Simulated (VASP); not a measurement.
ReBi:

```
Re Bi
1.0
     0.00000    3.10976    3.10976
     3.10976    0.00000    3.10976
     3.10976    3.10976    0.00000
Re Bi
1 1
Direct
  0.00000 0.00000 0.00000
  0.25000 0.25000 0.25000
```

Base run:

* Program: VASP 6.6.1
* Functional: PBE
* Potentials or basis: VASP PAW PBE potentials, release 64 (Re, Bi_d)
* Cutoff: 520 eV
* k mesh: 10 × 10 × 10
* Occupations: tetrahedron
* Spin: no spin polarisation

Its results: band gap on the k mesh zero (band 11 reaches 4.40 eV, above the bottom of band 12 at 4.39 eV); pressure 0.0 GPa.

After a change of settings the same cell gave: band gap on the k mesh zero (filled and empty bands overlap); pressure 1.7 GPa. Which change was it?
A. occupations from tetrahedron to gaussian, width 0.05 eV; further incar settings from ALGO = Normal; EDIFF = 1e-06; NBANDS = 18 to ALGO = Fast; EDIFF = 1e-07; NBANDS = 18
B. functional from PBE to RPBE; further incar settings from ALGO = Normal; EDIFF = 1e-06; NBANDS = 18 to ALGO = Normal; EDIFF = 1e-07; NBANDS = 18
C. functional from PBE to PBEsol; occupations from tetrahedron to gaussian, width 0.05 eV
D. occupations from tetrahedron to gaussian, width 0.05 eV

B.

Caveats: spin-orbit coupling is left out, which moves the levels of the heavy elements; the PAW data sets were made with another functional, which shifts forces and pressure a little (some runs); tetrahedron occupations give inexact forces and stress in metals (some runs).
